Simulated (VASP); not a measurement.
# Nb (Im-3m) in VASP: notebook

Aim: see how the results for Nb move with the level of theory and the settings. Levels: PBE, PBEsol. Tasks: single point, relaxation of cell and atoms.

All numbers are computed with VASP 6.6.1; they aren't measurements. Logs are shortened: lines on timing, memory, paths and dates and some standing lists are left out, and cuts for length are marked.

### Step 1. The cell of the first run

It takes space group Im-3m (No. 229, cubic). The conventional cell has a = 3.313 Å, b = 3.313 Å, c = 3.313 Å, α = 90.00°, β = 90.00°, γ = 90.00°. Nb (site symmetry m-3m) has 14 Nb at 2.87 to 3.31 Å within 3.8 Å.

### Step 2. Single point, PBE

The input, INCAR:

```
PREC = Accurate
ENCUT = 500
EDIFF = 1E-6
ISMEAR = 1
SIGMA = 0.05
LREAL = False
LASPH = True
NELM = 120
ALGO = Normal
ISIF = 2
LWAVE = False
LCHARG = False
GGA = PE
NBANDS = 12
GGA_COMPAT = False
```

The input, KPOINTS:

```
regular mesh
0
Gamma
  8 8 8
```

The input, POSCAR:

```
Nb
1.0
   -1.6563047490      1.6563047490      1.6563047490
    1.6563047490     -1.6563047490      1.6563047490
    1.6563047490      1.6563047490     -1.6563047490
Nb
1
Direct
    0.0000000000      0.0000000000      0.0000000000
```

Potentials or basis: VASP PAW PBE potentials, release 64 (Nb_sv).

Launch:

```bash
$ cat potpaw_PBE.64/Nb_sv/POTCAR > POTCAR
$ mpirun -np 1 vasp_std > vasp.out
```

OUTCAR:

```text
PREC = Accurate
   ENCUT = 500
   EDIFF = 1E-6
   ISMEAR = 1
   LREAL = False
   LASPH = True
   NELM = 120
   ISIF = 2
   GGA = PE

 ion  position               nearest neighbor table
   1  0.000  0.000  0.000-

  LATTYP: Found a body centered cubic cell.
 ALAT       =     3.3126094980

  Lattice vectors:

 A1 = (  -1.6563047490,   1.6563047490,   1.6563047490)
 A2 = (   1.6563047490,  -1.6563047490,   1.6563047490)
 A3 = (   1.6563047490,   1.6563047490,  -1.6563047490)

Analysis of symmetry for initial positions (statically):
=====================================================================
 Subroutine PRICEL returns:
 Original cell was already a primitive cell.

 Routine SETGRP: Setting up the symmetry group for a
 body centered cubic supercell.

 Subroutine GETGRP returns: Found 48 space group operations
 (whereof 48 operations were pure point group operations)
 out of a pool of 48 trial point group operations.

The static configuration has the point symmetry O_h .

Analysis of symmetry for dynamics (positions and initial velocities):
=====================================================================
 Subroutine PRICEL returns:
 Original cell was already a primitive cell.

 Routine SETGRP: Setting up the symmetry group for a
 body centered cubic supercell.

 Subroutine GETGRP returns: Found 48 space group operations
 (whereof 48 operations were pure point group operations)
 out of a pool of 48 trial point group operations.

The dynamic configuration has the point symmetry O_h .

 Subroutine INISYM returns: Found 48 space group operations
 (whereof 48 operations are pure point group operations),
 and found     1 'primitive' translations

----------------------------------------------------------------------------------------

                                     Primitive cell

  volume of cell :      18.1753

  direct lattice vectors                    reciprocal lattice vectors
    -1.656304749  1.656304749  1.656304749     0.000000000  0.301876814  0.301876814
     1.656304749 -1.656304749  1.656304749     0.301876814  0.000000000  0.301876814
     1.656304749  1.656304749 -1.656304749     0.301876814  0.301876814  0.000000000

  length of vectors
     2.868803978  2.868803978  2.868803978     0.426918284  0.426918284  0.426918284

  position of ions in fractional coordinates (direct lattice)
     0.000000000  0.000000000  0.000000000

  ion indices of the primitive-cell ions
   primitive index   ion index
                 1           1

----------------------------------------------------------------------------------------

 KPOINTS: regular mesh

Automatic generation of k-mesh.
 Grid dimensions read from file:
 generate k-points for:    8    8    8

 Generating k-lattice:

  Cartesian coordinates                     Fractional coordinates (reciprocal lattice)
     0.000000000  0.037734602  0.037734602     0.125000000  0.000000000  0.000000000
     0.037734602  0.000000000  0.037734602     0.000000000  0.125000000  0.000000000
     0.037734602  0.037734602  0.000000000     0.000000000  0.000000000  0.125000000

  Length of vectors
     0.053364785  0.053364785  0.053364785

  Shift w.r.t. Gamma in fractional coordinates (k-lattice)
     0.000000000  0.000000000  0.000000000

 Subroutine IBZKPT returns following result:
 ===========================================

 Found     29 irreducible k-points:

 Following reciprocal coordinates:
            Coordinates               Weight
  0.000000  0.000000  0.000000      1.000000
  0.125000  0.000000  0.000000     12.000000
  0.250000  0.000000  0.000000     12.000000
  0.375000  0.000000  0.000000     12.000000
  0.500000  0.000000  0.000000      6.000000
  0.125000  0.125000  0.000000     24.000000
[... 16 lines left out ...]
 -0.250000  0.250000  0.250000      6.000000
 -0.375000  0.375000  0.250000     24.000000
 [... further k-points ...]
   k-points           NKPTS =     29   k-points in BZ     NKDIM =     29   number of bands    NBANDS=     12
   number of dos      NEDOS =    301   number of ions     NIONS =      1
   total plane-waves  NPLWV =  13824
   dimension x,y,z NGX =    24 NGY =   24 NGZ =   24
   dimension x,y,z NGXF=    48 NGYF=   48 NGZF=   48
   ions per type =               1
   NGX,Y,Z   is equivalent  to a cutoff of  13.91, 13.91, 13.91 a.u.
   NGXF,Y,Z  is equivalent  to a cutoff of  27.82, 27.82, 27.82 a.u.
 SYSTEM =  unknown system
   PREC   = accura    normal or accurate (medium, high low for compatibility)
   ISTART =      0    job   : 0-new  1-cont  2-samecut
   ICHARG =      2    charge: 1-file 2-atom 10-const
   ISPIN  =      1    spin polarized calculation?
   LNONCOLLINEAR =      F non collinear calculations
   LSORBIT =      F    spin-orbit coupling
   LASPH  =      T    aspherical Exc in radial PAW
   ENCUT  =  500.0 eV  36.75 Ry    6.06 a.u.   5.23  5.23  5.23*2*pi/ulx,y,z
   NELM   =    120;   NELMIN=  2; NELMDL= -5     # of ELM steps
   EDIFF  = 0.1E-05   stopping-criterion for ELM
   LREAL  =      F    real-space projection
   EDIFFG = 0.1E-04   stopping-criterion for IOM
   NSW    =      0    number of steps for IOM
   IBRION =     -1    ionic relax: 0-MD 1-quasi-New 2-CG
   NFREE  =      0    steps in history (QN), initial steepest desc. (CG)
   ISIF   =      2    stress and relaxation
   ISYM   =      2    0-nonsym 1-usesym 2-fastsym
   POTIM  = 0.5000    time-step for ionic-motion
   TEBEG  =    0.0;   TEEND  =   0.0 temperature during run
   PSTRESS=    0.0 pullay stress
   NELECT =      13.0000    total number of electrons
   NUPDOWN=      -1.0000    fix difference up-down
   EMIN   =  10.00;   EMAX   =-10.00  energy-range for DOS
   EFERMI =   0.00;   METHOD = LEGACY
   ISMEAR =     1;   SIGMA  =   0.05  broadening in eV -4-tet -1-fermi 0-gaus
   EFERMI_NEDOS =   21; number of points for ismear=-14 and -15
   IALGO  =     38    algorithm
   IMIX   =      4    mixing-type and parameters
     AMIX     =   0.40;   BMIX     =  1.00
     AMIX_MAG =   1.60;   BMIX_MAG =  1.00
  volume/ion in A,a.u.               =      18.18       122.65
  Fermi-wavevector in a.u.,A,eV,Ry     =   1.464072  2.766694 29.164172  2.143506
  Thomas-Fermi vector in A             =   2.580091
   LORBIT       =      0    0 simple, 1 ext, 2 COOP (PROOUT), +10 PAW based schemes
   GGA     = PE    functional components
   LHFCALC =     F    Hartree Fock is set to
   AEXX    =    0.0000 exact exchange contribution
   IVDW    =     0    specifies the selected vdW correction
   LEPSILON=     F    determine dielectric tensor
   LRPA    =     F    only Hartree local field effects (RPA)
 non-spin polarized calculation
 Methfessel and Paxton  Order N= 1 SIGMA  =   0.05
  energy-cutoff  :      500.00
  volume of cell :       18.18
 maximum number of plane-waves:       471
 NGX is ok and might be reduce to    24
   NGX = 11   NGY = 11   NGZ = 11

 number of electron      13.0000000 magnetization

 Free energy of the ion-electron system (eV)
  ---------------------------------------------------
  ext. energy  EPLUGINS =         0.00000000
  ---------------------------------------------------
  free energy    TOTEN  =       -10.24187680 eV

  energy without entropy =      -10.24179780  energy(sigma->0) =      -10.24185047

 E-fermi :  10.8679     XC(G=0): -12.4580

 val. band max:       10.8460183854   @ k =   0.3750   0.2500   0.0000
 cond. band min:      10.9401933895   @ k =   0.2500   0.0000   0.0000
 fundamental gap:      0.0941750041
 Fermi energy:        10.8679103259

 k-point     1 :       0.0000    0.0000    0.0000
  band No.  band energies     occupation
      1     -43.3602      2.00000
      2     -18.6742      2.00000
      3     -18.6742      2.00000
      4     -18.6742      2.00000
      5       5.1219      2.00000
      6      11.4038     -0.00000
      7      11.4038     -0.00000
      8      11.4038     -0.00000
      9      14.2841      0.00000
     10      14.2841      0.00000
     11      25.2479      0.00000
     12      25.2479      0.00000

 k-point     2 :       0.1250    0.0000    0.0000
  band No.  band energies     occupation
      1     -43.3262      2.00000
      2     -18.8801      2.00000
      3     -18.7371      2.00000
      4     -18.6759      2.00000
      5       5.7350      2.00000
      6      11.0399     -0.00001
      7      11.2781     -0.00000
      8      12.0062      0.00000
      9      13.8390      0.00000
     10      14.2953      0.00000
     11      25.6766      0.00000
     12      26.3211      0.00000

 k-point     3 :       0.2500    0.0000    0.0000
  band No.  band energies     occupation
      1     -43.2434      2.00000
      2     -19.3569      2.00000
      3     -18.8861      2.00000
      4     -18.6800      2.00000
      5       7.0538      2.00000
      6      10.2831      2.00000
      7      10.9402     -0.05998
      8      13.6908      0.00000
      9      13.7728      0.00000
     10      14.4344      0.00000
     11      25.3623      0.00000
     12      26.8790      0.00000
[... 286 lines left out ...]
 k-point    23 :      -0.2500    0.2500    0.2500
  band No.  band energies     occupation
      1     -43.1435      2.00000
      2     -19.3836      2.00000
      3     -19.1170      2.00000
      4     -19.1170      2.00000
      5       8.5388      2.00000
      6       9.9919      2.00000
      7      11.9936      0.00000
      8      11.9936      0.00000
      9      13.5277      0.00000
     10      15.7146      0.00000
     11      25.6234      0.00000
     12      29.1395      0.00000

 k-point    24 :      -0.3750    0.3750    0.2500
  band No.  band energies     occupation
      1     -43.0718      2.00000
      2     -19.6511      2.00000
      3     -19.2746      2.00000
      4     -19.1574      2.00000
      5       8.6933      2.00000
      6       9.2027      2.00000
      7      11.9937      0.00000
      8      12.7389      0.00000
      9      15.4571      0.00000
     10      16.7970      0.00000
     11      24.7082      0.00000
     12      26.5495      0.00000

 [... further k-points ...]

------------------------ aborting loop because EDIFF is reached ----------------------------------------

  FORCE on cell =-STRESS in cart. coord.  units (eV):
  Direction    XX          YY          ZZ          XY          YZ          ZX
  --------------------------------------------------------------------------------------
  -------------------------------------------------------------------------------------
  Total       -0.0363817     -0.0363817     -0.0363817     -0.0000000      0.0000000      0.0000000
  in kB       -3.2070984     -3.2070984     -3.2070984     -0.0000000      0.0000000      0.0000000
  external PRESSURE =      -3.2070984 kB  Pullay stress =       0.0000000 kB

 VOLUME and BASIS-vectors are now :
 -----------------------------------------------------------------------------
  energy-cutoff  :      500.00
  volume of cell :       18.18
      direct lattice vectors                 reciprocal lattice vectors
    -1.656304749  1.656304749  1.656304749     0.000000000  0.301876814  0.301876814
     1.656304749 -1.656304749  1.656304749     0.301876814  0.000000000  0.301876814
     1.656304749  1.656304749 -1.656304749     0.301876814  0.301876814  0.000000000

 POSITION                                       TOTAL-FORCE (eV/Angst)
 -----------------------------------------------------------------------------------
      0.00000      0.00000      0.00000         0.000000     -0.000000      0.000000
 -----------------------------------------------------------------------------------
    total drift:                                0.000000      0.000000     -0.000000

  FREE ENERGIE OF THE ION-ELECTRON SYSTEM (eV)
  ---------------------------------------------------
  free  energy   TOTEN  =       -10.2418768009 eV

  energy  without entropy=      -10.2417977971  energy(sigma->0) =      -10.24185047
```

Run time: 4.1 s. Hardware: 1 thread of Intel Xeon Platinum 8375C at 2.90GHz (Ice Lake), shared host; peak memory 0.13 GiB.

What came out:

```
Free energy : -10.2419 eV
Pressure    : -0.3 GPa
```

Levels at points of the mesh, in eV from the Fermi level:
```
           k point  band 3  band 4  band 5  band 6  band 7  band 8  band 9  band 10
(0.00, 0.00, 0.00)  -29.54  -29.54   -5.75    0.54    0.54    0.54    3.42     3.42
(0.50, 0.00, 0.00)  -29.96  -29.55   -3.51   -1.46    2.42    3.44    4.11     6.46
(0.50, 0.50, 0.50)  -30.44  -30.44   -3.49   -3.49    5.70    5.70    5.70     9.18
```

[end of part 1 of 2]
